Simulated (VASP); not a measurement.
# TiH (Fm-3m) in VASP: notebook

Runs on TiH. Level: PBEsol. Tasks: single point.

Program: VASP 6.6.1. These are calculated values, not measurements. Logs are shortened: lines on timing, memory, paths and dates and some standing lists are left out, and cuts for length are marked.

## Step 1: The cell of the first run

The structure is cubic, space group Fm-3m (No. 225). Conventional cell: a = 4.179 Å, b = 4.179 Å, c = 4.179 Å, α = 90.00°, β = 90.00°, γ = 90.00°. Within 2.8 Å of Ti (site symmetry m-3m) lie 6 H at 2.09 Å. H (site symmetry m-3m) has 6 Ti at 2.09 Å within 2.8 Å.

## Step 2: Single point, PBEsol

INCAR reads:

```
  PREC = Accurate
  ENCUT = 520
  EDIFF = 1E-7
  ISMEAR = 0
  SIGMA = 0.1
  LREAL = Auto
  LASPH = True
  NELM = 100
  ALGO = Normal
  ISIF = 2
  LWAVE = False
  LCHARG = True
  GGA = PS
  LELF = True
  LVHAR = True
  ISYM = 0
  NBANDS = 66
```

KPOINTS reads:

```
Automatic mesh
0
Gamma
  2 2 2
  0.5 0.5 0.5
```

POSCAR reads:

```
TiH
1.0
   -4.1793944400      4.1793944400      0.0000000000
    0.0000000000      4.1793944400     -4.1793944400
   -4.1793944400      0.0000000000     -4.1793944400
Ti H
8 8
Direct
    0.0000000000      0.5000000000      0.5000000000
    0.0000000000      0.0000000000      0.5000000000
    0.0000000000      0.5000000000      0.0000000000
    0.0000000000      0.0000000000      0.0000000000
    0.5000000000      0.5000000000      0.5000000000
    0.5000000000      0.0000000000      0.5000000000
    0.5000000000      0.5000000000      0.0000000000
    0.5000000000      0.0000000000      0.0000000000
    0.2500000000      0.7500000000      0.7500000000
    0.2500000000      0.2500000000      0.7500000000
    0.2500000000      0.7500000000      0.2500000000
    0.2500000000      0.2500000000      0.2500000000
    0.7500000000      0.7500000000      0.7500000000
    0.7500000000      0.2500000000      0.7500000000
    0.7500000000      0.7500000000      0.2500000000
    0.7500000000      0.2500000000      0.2500000000
```

Potentials or basis: VASP PAW PBE potentials, release 64 (Ti_sv, H).

On the command line:

```
> cat potpaw_PBE.64/Ti_sv/POTCAR potpaw_PBE.64/H/POTCAR > POTCAR
> mpirun -np 1 vasp_std > vasp.out
```

OUTCAR:

```text
PREC = Accurate
   ENCUT = 520
   EDIFF = 1E-7
   ISMEAR = 0
   LREAL = Auto
   LASPH = True
   NELM = 100
   ISIF = 2
   GGA = PS
   ISYM = 0

 ion  position               nearest neighbor table
   1  0.000  0.500  0.500-
   2  0.000  0.000  0.500-
   3  0.000  0.500  0.000-
   4  0.000  0.000  0.000-
   5  0.500  0.500  0.500-
   6  0.500  0.000  0.500-
[... 8 lines left out ...]
  15  0.750  0.750  0.250-
  16  0.750  0.250  0.250-

IMPORTANT INFORMATION: All symmetrisations will be switched off!
NOSYMM: (Re-)initialisation of all symmetry stuff for point group C_1.

----------------------------------------------------------------------------------------

                                     Primitive cell

  volume of cell :     146.0058

  direct lattice vectors                    reciprocal lattice vectors
    -4.179394440  4.179394440  0.000000000    -0.119634556  0.119634556  0.119634556
     0.000000000  4.179394440 -4.179394440     0.119634556  0.119634556 -0.119634556
    -4.179394440  0.000000000 -4.179394440    -0.119634556 -0.119634556 -0.119634556

  length of vectors
     5.910556300  5.910556300  5.910556300     0.207213130  0.207213130  0.207213130

  position of ions in fractional coordinates (direct lattice)
     0.000000000  0.500000000  0.500000000
     0.000000000  0.000000000  0.500000000
     0.000000000  0.500000000  0.000000000
     0.000000000  0.000000000  0.000000000
     0.500000000  0.500000000  0.500000000
     0.500000000  0.000000000  0.500000000
[... 8 lines left out ...]
     0.750000000  0.750000000  0.250000000
     0.750000000  0.250000000  0.250000000

  ion indices of the primitive-cell ions
   primitive index   ion index
                 1           1
                 2           2
                 3           3
                 4           4
                 5           5
                 6           6
[... 8 lines left out ...]
                15          15
                16          16

----------------------------------------------------------------------------------------

 KPOINTS: Automatic mesh

Automatic generation of k-mesh.
 Grid dimensions read from file:
 generate k-points for:    2    2    2

 Generating k-lattice:

  Cartesian coordinates                     Fractional coordinates (reciprocal lattice)
    -0.059817278  0.059817278  0.059817278     0.500000000  0.000000000  0.000000000
     0.059817278  0.059817278 -0.059817278     0.000000000  0.500000000  0.000000000
    -0.059817278 -0.059817278 -0.059817278     0.000000000  0.000000000  0.500000000

  Length of vectors
     0.103606565  0.103606565  0.103606565

  Shift w.r.t. Gamma in fractional coordinates (k-lattice)
     0.500000000  0.500000000  0.500000000

 Subroutine IBZKPT returns following result:
 ===========================================

 Found     16 irreducible k-points:

 Following reciprocal coordinates:
            Coordinates               Weight
  0.250000  0.250000  0.250000      2.000000
  0.250000  0.000000  0.000000      2.000000
  0.000000  0.000000 -0.250000      2.000000
  0.000000  0.250000  0.000000      2.000000
 -0.250000  0.250000  0.250000      2.000000
  0.250000 -0.250000  0.250000      2.000000
[... 8 lines left out ...]
  0.000000  0.250000  0.500000      2.000000
  0.500000  0.250000  0.000000      2.000000
   k-points           NKPTS =     16   k-points in BZ     NKDIM =     16   number of bands    NBANDS=     66
   number of dos      NEDOS =    301   number of ions     NIONS =     16
   total plane-waves  NPLWV = 110592
   dimension x,y,z NGX =    48 NGY =   48 NGZ =   48
   dimension x,y,z NGXF=    96 NGYF=   96 NGZF=   96
   ions per type =               8   8
   NGX,Y,Z   is equivalent  to a cutoff of  13.50, 13.50, 13.50 a.u.
   NGXF,Y,Z  is equivalent  to a cutoff of  27.00, 27.00, 27.00 a.u.
 SYSTEM =  unknown system
   PREC   = accura    normal or accurate (medium, high low for compatibility)
   ISTART =      0    job   : 0-new  1-cont  2-samecut
   ICHARG =      2    charge: 1-file 2-atom 10-const
   ISPIN  =      1    spin polarized calculation?
   LNONCOLLINEAR =      F non collinear calculations
   LSORBIT =      F    spin-orbit coupling
   LASPH  =      T    aspherical Exc in radial PAW
   ENCUT  =  520.0 eV  38.22 Ry    6.18 a.u.  10.99 10.99 10.99*2*pi/ulx,y,z
   NELM   =    100;   NELMIN=  2; NELMDL= -5     # of ELM steps
   EDIFF  = 0.1E-06   stopping-criterion for ELM
   LREAL  =      T    real-space projection
   EDIFFG = 0.1E-05   stopping-criterion for IOM
   NSW    =      0    number of steps for IOM
   IBRION =     -1    ionic relax: 0-MD 1-quasi-New 2-CG
   NFREE  =      0    steps in history (QN), initial steepest desc. (CG)
   ISIF   =      2    stress and relaxation
   ISYM   =      0    0-nonsym 1-usesym 2-fastsym
   POTIM  = 0.5000    time-step for ionic-motion
   TEBEG  =    0.0;   TEEND  =   0.0 temperature during run
   PSTRESS=    0.0 pullay stress
   NELECT =     104.0000    total number of electrons
   NUPDOWN=      -1.0000    fix difference up-down
   EMIN   =  10.00;   EMAX   =-10.00  energy-range for DOS
   EFERMI =   0.00;   METHOD = LEGACY
   ISMEAR =     0;   SIGMA  =   0.10  broadening in eV -4-tet -1-fermi 0-gaus
   EFERMI_NEDOS =   21; number of points for ismear=-14 and -15
   IALGO  =     38    algorithm
   IMIX   =      4    mixing-type and parameters
     AMIX     =   0.40;   BMIX     =  1.00
     AMIX_MAG =   1.60;   BMIX_MAG =  1.00
  volume/ion in A,a.u.               =       9.13        61.58
  Fermi-wavevector in a.u.,A,eV,Ry     =   1.462051  2.762876 29.083729  2.137594
  Thomas-Fermi vector in A             =   2.578310
   LORBIT       =      0    0 simple, 1 ext, 2 COOP (PROOUT), +10 PAW based schemes
   GGA     = PS    functional components
   LHFCALC =     F    Hartree Fock is set to
   AEXX    =    0.0000 exact exchange contribution
   IVDW    =     0    specifies the selected vdW correction
   LEPSILON=     F    determine dielectric tensor
   LRPA    =     F    only Hartree local field effects (RPA)
 non-spin polarized calculation
 Gauss-broadening in eV      SIGMA  =   0.10
  energy-cutoff  :      520.00
  volume of cell :      146.01
 maximum number of plane-waves:      3931
 NGX is ok and might be reduce to    48
   NGX = 21   NGY = 21   NGZ = 21

 number of electron     103.9999968 magnetization

 Free energy of the ion-electron system (eV)
  ---------------------------------------------------
  ext. energy  EPLUGINS =         0.00000000
  ---------------------------------------------------
  free energy    TOTEN  =       -99.55060697 eV

  energy without entropy =      -99.50641633  energy(sigma->0) =      -99.52851165

 E-fermi :   8.6278     XC(G=0): -12.0595

 val. band max:        8.6006498844   @ k =   0.2500  -0.2500   0.2500
 cond. band min:       8.7830582355   @ k =   0.0000   0.2500   0.0000
 fundamental gap:      0.1824083510
 Fermi energy:         8.6277702126

 k-point     1 :       0.2500    0.2500    0.2500
  band No.  band energies     occupation
      1     -47.8392      2.00000
      2     -47.7624      2.00000
      3     -47.7413      2.00000
      4     -47.7413      2.00000
      5     -47.7412      2.00000
      6     -47.7168      2.00000
[... 56 lines left out ...]
     63      10.6825      0.00000
     64      11.3002      0.00000

 k-point     2 :       0.2500    0.0000    0.0000
  band No.  band energies     occupation
      1     -47.8392      2.00000
      2     -47.7624      2.00000
      3     -47.7413      2.00000
      4     -47.7413      2.00000
      5     -47.7412      2.00000
      6     -47.7168      2.00000
[... 56 lines left out ...]
     63      10.6825      0.00000
     64      11.3002      0.00000

 k-point     3 :       0.0000    0.0000   -0.2500
  band No.  band energies     occupation
      1     -47.8392      2.00000
      2     -47.7624      2.00000
      3     -47.7413      2.00000
      4     -47.7413      2.00000
      5     -47.7412      2.00000
      6     -47.7168      2.00000
[... 860 lines left out ...]
     63      10.3568      0.00000
     64      10.3568      0.00000

 k-point    16 :       0.5000    0.2500    0.0000
  band No.  band energies     occupation
      1     -47.8033      2.00000
      2     -47.7776      2.00000
      3     -47.7526      2.00000
      4     -47.7417      2.00000
      5     -47.7417      2.00000
      6     -47.7267      2.00000
[... 56 lines left out ...]
     63      10.3568      0.00000
     64      10.3568      0.00000
 [bands above 64 left out]

------------------------ aborting loop because EDIFF is reached ----------------------------------------

  FORCE on cell =-STRESS in cart. coord.  units (eV):
  Direction    XX          YY          ZZ          XY          YZ          ZX
  --------------------------------------------------------------------------------------
  -------------------------------------------------------------------------------------
  Total       -3.2102169     -3.2102386     -3.2101577     -0.0000192      0.0000014      0.0000006
  in kB      -35.2269368    -35.2271754    -35.2262869     -0.0002110      0.0000156      0.0000065
  external PRESSURE =     -35.2267997 kB  Pullay stress =       0.0000000 kB

 VOLUME and BASIS-vectors are now :
 -----------------------------------------------------------------------------
  energy-cutoff  :      520.00
  volume of cell :      146.01
      direct lattice vectors                 reciprocal lattice vectors
    -4.179394440  4.179394440  0.000000000    -0.119634556  0.119634556  0.119634556
     0.000000000  4.179394440 -4.179394440     0.119634556  0.119634556 -0.119634556
    -4.179394440  0.000000000 -4.179394440    -0.119634556 -0.119634556 -0.119634556

 POSITION                                       TOTAL-FORCE (eV/Angst)
 -----------------------------------------------------------------------------------
     -2.08970      2.08970     -4.17939        -0.000000     -0.000002      0.000001
     -2.08970      0.00000     -2.08970         0.000001      0.000001      0.000001
      0.00000      2.08970     -2.08970         0.000000      0.000001     -0.000001
      0.00000      0.00000      0.00000         0.000002      0.000001     -0.000001
     -4.17939      4.17939     -4.17939        -0.000000      0.000001      0.000000
     -4.17939      2.08970     -2.08970        -0.000003     -0.000004     -0.000002
[... 8 lines left out ...]
     -4.17939      6.26909     -4.17939         0.000001      0.000002      0.000000
     -4.17939      4.17939     -2.08970        -0.000001      0.000001      0.000002
 -----------------------------------------------------------------------------------
    total drift:                               -0.000006     -0.000006     -0.000002

  FREE ENERGIE OF THE ION-ELECTRON SYSTEM (eV)
  ---------------------------------------------------
  free  energy   TOTEN  =       -99.5506069661 eV

  energy  without entropy=      -99.5064163335  energy(sigma->0) =      -99.52851165
```

It took 6.8 min on 1 thread of Intel Xeon Platinum 8488C (Sapphire Rapids), shared host; peak memory 0.35 GiB.

Results:

```yaml
Free_energy: -99.5506 eV
Pressure: -3.5 GPa
Band_gap_on_the_k_mesh: zero (band 52 reaches 9.09 eV, above the bottom of band 53 at 8.34 eV)
```

Levels at points of the mesh, in eV from the Fermi level:
```
           k point  band 52  band 53  band 54  band 55  band 56  band 57
(0.25, 0.25, 0.25)     0.46     0.46     0.62     0.62     0.62     0.72
```

Caveat: the k points lie up to 0.65 Å⁻¹ apart; the PAW data sets were made with another functional, which shifts forces and pressure a little.

## Step 3: Single point, PBEsol

INCAR reads:

```
PREC     = Accurate       # precision mode
ENCUT    = 520            # plane-wave cutoff, eV
EDIFF    = 1E-6           # SCF threshold, eV
ISMEAR   = -1             # smearing method
SIGMA    = 0.0689         # smearing width, eV
LREAL    = Auto         
LASPH    = T              # aspherical terms in the spheres
NELM     = 100            # most SCF steps
ALGO     = Normal         # electronic algorithm
ISIF     = 2              # what is computed and relaxed
LWAVE    = F              # write WAVECAR
LCHARG   = T              # write CHGCAR
GGA      = PS             # functional
LELF     = T              # ELF
LVHAR    = T            
NBANDS   = 66             # bands
ISYM     = 0
```

KPOINTS is that of step 2.

POSCAR is that of step 2.

Potentials or basis: VASP PAW PBE potentials, release 64 (Ti_sv, H).

On the command line:

```
> cat potpaw_PBE.64/Ti_sv/POTCAR potpaw_PBE.64/H/POTCAR > POTCAR
> mpirun -np 1 vasp_std > vasp.out
```

OUTCAR:

```text
PREC = Accurate
   ENCUT = 520
   EDIFF = 1E-6
   ISMEAR = -1
   LREAL = Auto
   LASPH = T
   NELM = 100
   ISIF = 2
   GGA = PS
   ISYM = 0

 ion  position               nearest neighbor table
   1  0.000  0.500  0.500-
   2  0.000  0.000  0.500-
   3  0.000  0.500  0.000-
   4  0.000  0.000  0.000-
   5  0.500  0.500  0.500-
[... 1261 lines left out ...]
  -------------------------------------------------------------------------------------
  Total       -3.2128042     -3.2127947     -3.2127241      0.0001302      0.0002380     -0.0001396
  in kB      -35.2553284    -35.2552243    -35.2544495      0.0014282      0.0026115     -0.0015322
  external PRESSURE =     -35.2550007 kB  Pullay stress =       0.0000000 kB

 VOLUME and BASIS-vectors are now :
 -----------------------------------------------------------------------------
  energy-cutoff  :      520.00
  volume of cell :      146.01
      direct lattice vectors                 reciprocal lattice vectors
    -4.179394440  4.179394440  0.000000000    -0.119634556  0.119634556  0.119634556
     0.000000000  4.179394440 -4.179394440     0.119634556  0.119634556 -0.119634556
    -4.179394440  0.000000000 -4.179394440    -0.119634556 -0.119634556 -0.119634556

 POSITION                                       TOTAL-FORCE (eV/Angst)
 -----------------------------------------------------------------------------------
     -2.08970      2.08970     -4.17939        -0.000001     -0.000012     -0.000001
     -2.08970      0.00000     -2.08970         0.000004     -0.000003     -0.000002
      0.00000      2.08970     -2.08970        -0.000002      0.000005     -0.000003
      0.00000      0.00000      0.00000         0.000001      0.000002     -0.000002
     -4.17939      4.17939     -4.17939         0.000015     -0.000001      0.000016
     -4.17939      2.08970     -2.08970        -0.000006     -0.000006     -0.000004
[... 8 lines left out ...]
     -4.17939      6.26909     -4.17939        -0.000010     -0.000014     -0.000069
     -4.17939      4.17939     -2.08970         0.000001     -0.000066     -0.000018
 -----------------------------------------------------------------------------------
    total drift:                                0.000020     -0.000005      0.000021

  FREE ENERGIE OF THE ION-ELECTRON SYSTEM (eV)
  ---------------------------------------------------
  free  energy   TOTEN  =       -99.6005607833 eV

  energy  without entropy=      -99.4420162688  energy(sigma->0) =      -99.52128853
```

OSZICAR:

```text
N       E                     dE             d eps       ncg     rms          rms(c)
DAV:   1     0.147596444650E+04    0.14760E+04   -0.50216E+04  2112   0.195E+03
DAV:   2     0.971780160615E+02   -0.13788E+04   -0.13462E+04  2112   0.615E+02
DAV:   3    -0.847800996077E+02   -0.18196E+03   -0.17618E+03  2898   0.202E+02
DAV:   4    -0.110664462595E+03   -0.25884E+02   -0.25373E+02  3096   0.654E+01
DAV:   5    -0.112629826063E+03   -0.19654E+01   -0.19609E+01  3216   0.154E+01    0.315E+01
DAV:   6    -0.996195745498E+02    0.13010E+02   -0.52481E+01  2710   0.416E+01    0.731E+00
DAV:   7    -0.995502665761E+02    0.69308E-01   -0.65600E+00  2784   0.852E+00    0.400E+00
DAV:   8    -0.995968806829E+02   -0.46614E-01   -0.75192E-01  2796   0.556E+00    0.203E+00
DAV:   9    -0.996320263458E+02   -0.35146E-01   -0.42356E-01  2696   0.540E+00    0.144E+00
DAV:  10    -0.996002570191E+02    0.31769E-01   -0.22792E-01  2722   0.327E+00    0.237E-01
DAV:  11    -0.996006740199E+02   -0.41700E-03   -0.16508E-02  2872   0.805E-01    0.205E-01
DAV:  12    -0.996005852477E+02    0.88772E-04   -0.16552E-03  2766   0.381E-01    0.148E-01
DAV:  13    -0.996005854174E+02   -0.16969E-06   -0.31647E-04  3048   0.131E-01    0.862E-02
DAV:  14    -0.996005699613E+02    0.15456E-04   -0.24004E-04  3046   0.101E-01    0.244E-02
DAV:  15    -0.996005616252E+02    0.83361E-05   -0.86417E-05  2830   0.804E-02    0.210E-02
DAV:  16    -0.996005609790E+02    0.64627E-06   -0.13780E-05  2678   0.255E-02    0.185E-02
DAV:  17    -0.996005607833E+02    0.19570E-06   -0.20426E-06  1656   0.126E-02
   1 F= -.99600561E+02 E0= -.99521289E+02  d E =-.158545E+00
```

stdout:

```text
POSCAR found type information on POSCAR TiH
 POSCAR found :  2 types and      16 ions
 scaLAPACK will be used
 -----------------------------------------------------------------------------
|                                                                             |
|                                                                             |
|     You enforced a specific xc type in the INCAR file but a different       |
|     I HOPE YOU KNOW WHAT YOU ARE DOING!                                     |
|                                                                             |
 -----------------------------------------------------------------------------

 LDA part: xc-table for (Slater+PW92), standard interpolation
 POSCAR, INCAR and KPOINTS ok, starting setup
 FFT: planning ... GRIDC
 FFT: planning ... GRID_SOFT
 FFT: planning ... GRID
 WAVECAR not read
 entering main loop
```

Wall time 6.2 min (1 thread of Intel Xeon Platinum 8488C (Sapphire Rapids), shared host); peak memory 0.35 GiB.

Results:

```yaml
Free_energy: -99.6006 eV
Pressure: -3.5 GPa
Band_gap_on_the_k_mesh: zero (band 52 reaches 9.10 eV, above the bottom of band 53 at 8.34 eV)
```

Levels at points of the mesh, in eV from the Fermi level:
```
           k point  band 52  band 53  band 54  band 55  band 56  band 57
(0.25, 0.25, 0.25)     0.47     0.47     0.63     0.63     0.63     0.73
```

Caveat: the k points lie up to 0.65 Å⁻¹ apart; the PAW data sets were made with another functional, which shifts forces and pressure a little.
